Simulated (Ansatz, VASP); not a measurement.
## Two plane-wave programs on LiF

```xyz
4
Lattice="3.2312 0.0000 0.0000 -1.6156 2.7983 0.0000 0.0000 0.0000 4.6216" Properties=species:S:1:pos:R:3 pbc="T T T"
Li    0.0000    1.8655    1.7746
Li    1.6156    0.9328    4.0854
F     0.0000    1.8655    4.5801
F     1.6156    0.9328    2.2693
```

Alike in both runs: task single point; functional LDA; k mesh 9 × 9 × 6; occupations gaussian, width 0.05 eV; no spin polarisation.

```csv
,VASP,Ansatz
version,VASP 6.6.1,Ansatz 0.2.0
potentials or method,"VASP PAW LDA potentials, release 64 (Li_sv, F), cutoff 520 eV","scalar-relativistic, plane waves, PAW"
valence electrons in the cell,20,20
```

```tsv
	VASP	Ansatz	Ansatz less VASP
gap on the k mesh at the Fermi level (eV)	7.12	7.14	+0.013
least direct gap on the mesh (eV)	7.12	7.14	+0.013
rms of the force components (eV/Å)	0.125	0.121	-0.0042
```

LDA's correlation is that of Perdew and Zunger in VASP and of Perdew and Wang (1992) in Ansatz. Atom by atom the forces differ by 0.004 eV/Å (rms over components).

Noted on VASP's run: the cutoff is short for stress, so the pressure is rough.
